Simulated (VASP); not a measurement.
Wanted: the native input for a VASP 6.6.1 run.

| Item | Value |
| --- | --- |
| Task | electric field gradients |
| Functional | PBEsol |
| Potentials or basis | VASP PAW PBE potentials, release 64 (Zn) |
| Cutoff | 520 eV |
| k mesh | 16 × 16 × 8 |
| Occupations | fermi-dirac, width 0.03 eV |
| Spin | no spin polarisation |
| Dipole correction | no |
| Further INCAR settings | ALGO = Normal; EDIFF = 1e-08; NBANDS = 19 |

The structure of Zn lies in POSCAR:

```
Zn
1.0
    2.7170622642      0.0000000000      0.0000000000
   -1.3585311321      2.3530449444      0.0000000000
    0.0000000000      0.0000000000      5.0437187487
Zn
2
Direct
    0.3333333333      0.6666666667      0.2500000000
    0.6666666667      0.3333333333      0.7500000000
```

This cell differs from its parent crystal: volume scaled by 1.06.

These files were run (other wordings do the same):

INCAR

```
PREC = Accurate
ENCUT = 520
EDIFF = 1E-8
ISMEAR = -1
SIGMA = 0.03
LREAL = F
LASPH = T
NELM = 80
ALGO = Normal
ISIF = 2
LWAVE = F
LCHARG = F
GGA = PS
LEFG = T
NBANDS = 19
```

KPOINTS

```
Automatic mesh
0
Gamma
  16 16 8
```

Potentials or basis: VASP PAW PBE potentials, release 64 (Zn).

Launch:

```console
$ cat potpaw_PBE.64/Zn/POTCAR > POTCAR
$ mpirun -np 1 vasp_std > vasp.out
```

It gave:

| Quantity | Value |
| --- | --- |
| Pressure | -8.3 GPa |
| Band gap on the k mesh | zero (band 12 reaches 3.72 eV, above the bottom of band 13 at -0.54 eV) |

Caveat: without QUAD_EFG the Cq values of the log hold for a quadrupole moment of 1 mb, not for the nuclei; the PAW data sets were made with another functional, which shifts forces and pressure a little.

Run time: 35 s on 1 thread of AMD EPYC 9R45 96-Core Processor (Zen 5), with other jobs on the host, peak memory 0.16 GiB.
